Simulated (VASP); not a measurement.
Set up this calculation in VASP 6.6.1, as the native input.

| Item | Value |
| --- | --- |
| Task | single point |
| Functional | revPBE |
| Potentials or basis | VASP PAW PBE potentials, release 64 (Zr_sv) |
| Cutoff | 520 eV |
| k mesh | 7 × 7 × 4 |
| Occupations | methfessel-paxton, width 0.05 eV |
| Spin | no spin polarisation |
| Dipole correction | no |
| Further INCAR settings | ALGO = Normal; EDIFF = 1e-06; NBANDS = 19 |

The structure of Zr lies in POSCAR:

```
Zr
1.0
    3.2901000000      0.0027400000      0.0605300000
   -1.6426800000      2.7196800000     -0.0246500000
    0.0963900000      0.0103200000      5.0486600000
Zr
2
Direct
    0.2858600000      0.6743000000      0.2260400000
    0.6696100000      0.3256300000      0.7467000000
```

These files were run (other wordings do the same):

INCAR

```
SYSTEM = Zr
PREC = Accurate ; ENCUT = 520
EDIFF = 1E-6 ; ISMEAR = 1
SIGMA = 0.05 ; LREAL = .FALSE.
LASPH = .TRUE. ; NELM = 100
ALGO = Normal ; ISIF = 2
LWAVE = .FALSE. ; LCHARG = .TRUE.
GGA = RE ; LELF = .TRUE.
LVHAR = .TRUE. ; NBANDS = 19
```

KPOINTS

```
Automatic mesh
0
G
  7 7 4
  0 0 0
```

Potentials or basis: VASP PAW PBE potentials, release 64 (Zr_sv).

Command:

```bash
$ cat potpaw_PBE.64/Zr_sv/POTCAR > POTCAR
$ mpirun -np 1 vasp_std > vasp.out
```

It gave:

```yaml
Pressure: 5.6 GPa
Largest_force: 0.663 eV/Å
Band_gap_on_the_k_mesh: zero (band 12 reaches 10.08 eV, above the bottom of band 13 at 9.18 eV)
```

Caveat: the PAW data sets were made with another functional, which shifts forces and pressure a little.

Run time: 36 s on 1 thread of AMD EPYC 9R45 (Zen 5), on a shared host, peak memory 0.17 GiB.
